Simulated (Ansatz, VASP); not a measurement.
## Two plane-wave programs on PbO2

```
Pb O
1.0
     0.00000    2.70199    2.70199
     2.70199    0.00000    2.70199
     2.70199    2.70199    0.00000
Pb O
1 2
Cartesian
  0.0000 0.0000 0.0000
  4.0530 4.0530 4.0530
  1.3510 1.3510 1.3510
```

Alike in both runs: task single point; functional r2SCAN50; k mesh 5 × 5 × 5; occupations fermi-dirac, width 0.05 eV; no spin polarisation.

|  | VASP | Ansatz |
| --- | --- | --- |
| version | VASP 6.6.1 | Ansatz 0.2.0 |
| potentials or method | VASP PAW PBE potentials, release 64 (Pb_d, O) | Ansatz PAW |
| plane-wave cutoff (eV) | 520 | 500 |
| valence electrons in the cell | 26 | 26 |

```csv
,VASP,Ansatz,Ansatz less VASP
gap on the k mesh at the Fermi level (eV),none,none,-
pressure (GPa),-22.8,-23.6,-0.75
```

VASP's potentials were made for PBE, not for r2SCAN50. A gap of «none» marks a metal or a gap that the smearing closes.

The k mesh is coarse, so the values compare programs but aren't converged. Neither program's run includes spin-orbit coupling.
